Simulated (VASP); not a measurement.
Wanted: the native input for a VASP 6.6.1 run.

| Quantity | Value |
| --- | --- |
| Task | single point |
| Functional | PBE |
| Dispersion | D3(BJ) |
| Potentials or basis | VASP PAW PBE potentials, release 64 (Mo_sv, S) |
| Cutoff | 520 eV |
| k mesh | 12 × 12 × 3 |
| Occupations | gaussian, width 0.01 eV |
| Spin | no spin polarisation |
| Dipole correction | no |
| Further INCAR settings | ALGO = Normal; EDIFF = 1e-06; NBANDS = 35 |

The structure of MoS2 lies in POSCAR:

```
MoS2
1.0
    3.1492970719      0.0000000000      0.0000000000
   -1.5746485359      2.7273712683      0.0000000000
    0.0000000000      0.0000000000     12.0891431655
Mo S
2 4
Direct
    0.3333333333      0.6666666667      0.2500000000
    0.6666666667      0.3333333333      0.7500000000
    0.3333333333      0.6666666667      0.6204767327
    0.6666666667      0.3333333333      0.1204767327
    0.3333333333      0.6666666667      0.8795232673
    0.6666666667      0.3333333333      0.3795232673
```

These files were run (other wordings do the same):

INCAR

```
ALGO = Normal
EDIFF = 1E-6
ENCUT = 520
GGA = PE
ISIF = 2
ISMEAR = 0
IVDW = 12
LASPH = T
LCHARG = F
LREAL = F
LWAVE = F
NBANDS = 35
NELM = 100
PREC = Accurate
SIGMA = 0.01
```

KPOINTS

```
k-points
0
Gamma
  12 12 3
```

Potentials or basis: VASP PAW PBE potentials, release 64 (Mo_sv, S).

The run is started by

```console
$ cat potpaw_PBE.64/Mo_sv/POTCAR potpaw_PBE.64/S/POTCAR > POTCAR
$ mpirun -np 1 vasp_std > vasp.out
```

It gave:

```yaml
Pressure: -0.1 GPa
Largest_force: 0.013 eV/Å
Band_gap_on_the_k_mesh: 0.80 eV (least direct gap 1.70 eV)
Dispersion_energy_per_atom: -0.438 eV
```

It took 3.1 min on 1 thread of Intel Xeon 8259CL, with other jobs on the host, peak memory 0.29 GiB.
